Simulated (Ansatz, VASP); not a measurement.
## Two plane-wave programs on InSb

Contents of INCAR:

```
SYSTEM = InSb
  ALGO = Normal
  EDIFF = 1E-7
  ENCUT = 520
  GGA = PE
  ISIF = 2
  ISMEAR = 0
  LASPH = .True.
  LCHARG = .True.
  LELF = .True.
  LREAL = .False.
  LVHAR = .True.
  LWAVE = .False.
  NBANDS = 16
  NELM = 100
  PREC = Accurate
  SIGMA = 0.15
```

The input KPOINTS:

```
k-points
0
Gamma
  12 12 12
  0 0 0
```

Contents of POSCAR:

```
InSb
1.0
    0.0000000000      3.2876865000      3.1905135000
    3.2876865000      0.0000000000      3.1905135000
    3.2876865000      3.2876865000      0.0000000000
In Sb
1 1
Direct
    0.0000000000      0.0000000000      0.0000000000
    0.7500000000      0.7500000000      0.7500000000
```

Input for Ansatz:

```yaml
crystal:
  lattice:
    - [0.0, 3.2876865, 3.1905135]
    - [3.2876865, 0.0, 3.1905135]
    - [3.2876865, 3.2876865, 0.0]
  atoms:
    - { symbol: In, position: [0.0, 0.0, 0.0] }
    - { symbol: Sb, position: [0.75, 0.75, 0.75] }
basis:
  ecutwfc: 420
kpoints:
  mp_grid: { grid: [12, 12, 12] }
hamiltonian:
  xc: pbe
scf:
  occupations: { method: gaussian, width: 0.15 }
output:
  forces: true
  stress: true
  eigenvalues: true
```

Change from the starting cell: strain +0.015 along x and y, -0.015 along z, atoms carried along.

Alike in both runs: task single point; functional PBE; k mesh 12 × 12 × 12; occupations gaussian, width 0.15 eV; no spin polarisation.

|  | VASP | Ansatz |
| --- | --- | --- |
| version | VASP 6.6.1 | Ansatz 0.2.0 |
| potentials or method | VASP PAW PBE potentials, release 64 (In_d, Sb), cutoff 520 eV | scalar-relativistic, plane waves, PAW |
| valence electrons in the cell | 18 | 28 |

|  | VASP | Ansatz | Ansatz less VASP |
| --- | --- | --- | --- |
| pressure (GPa) | 2.4 | 2.4 | +0.02 |
| traceless stress, the component that is largest in VASP (GPa) | 0.49 | 0.49 | -0.001 |

VASP's potentials hold 18 valence electrons a cell and Ansatz's 28, so a difference there can come from the potentials and not from the codes.

Spin-orbit coupling is off throughout.
